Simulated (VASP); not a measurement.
Set up this calculation in VASP 6.6.1, as the native input.

```
Task                   : relaxation of cell and atoms
Functional             : PBE
Potentials or basis    : VASP PAW PBE potentials, release 64 (Sc_sv)
Cutoff                 : 500 eV
k mesh                 : 20 × 20 × 20
Occupations            : fermi-dirac, width 0.1 eV
Spin                   : no spin polarisation
Target pressure        : 160 GPa
Dipole correction      : no
Further INCAR settings : ALGO = Normal; EDIFF = 1e-07; IBRION = 2; EDIFFG = -0.005; NSW = 60; ISIF = 3
```

The structure of Sc lies in POSCAR:

```
Sc
1.0
   -1.3631428677      1.3631428677      1.3631428677
    1.3631428677     -1.3631428677      1.3631428677
    1.3631428677      1.3631428677     -1.3631428677
Sc
1
Direct
    0.0000000000      0.0000000000      0.0000000000
```

The input as run:

INCAR

```
PREC = Accurate
ENCUT = 500
EDIFF = 1E-7
ISMEAR = -1
SIGMA = 0.1
LREAL = False
LASPH = True
NELM = 120
ALGO = Normal
ISIF = 3
LWAVE = False
LCHARG = False
GGA = PE
IBRION = 2
NSW = 60
EDIFFG = -0.005
PSTRESS = 1600.0
GGA_COMPAT = False
NELMIN = 4
```

KPOINTS

```
Automatic mesh
0
Gamma
  20 20 20
```

Potentials or basis: VASP PAW PBE potentials, release 64 (Sc_sv).

Command:

```console
$ cat potpaw_PBE.64/Sc_sv/POTCAR > POTCAR
$ mpirun -np 1 vasp_std > vasp.out
```

Results of the run:

```json
{"Relaxed volume": "10.22 Å³/atom", "Relaxed cell": "a = 2.368 Å, b = 2.368 Å, c = 2.368 Å, α = 109.47°, β = 109.47°, γ = 109.47°", "Space group after relaxing (to 0.05 Å)": "Im-3m (No. 229)", "Energy change on relaxing (the enthalpy is what falls)": "-92.0 meV/atom", "Ionic steps": "3", "Pressure after relaxing": "160.0 GPa"}
```

Caveat: the cell is relaxed towards a set pressure, so the enthalpy falls and the energy may rise.

It took 38 s on 1 thread of Intel Xeon 6975P-C, with other jobs on the host, peak memory 0.14 GiB.
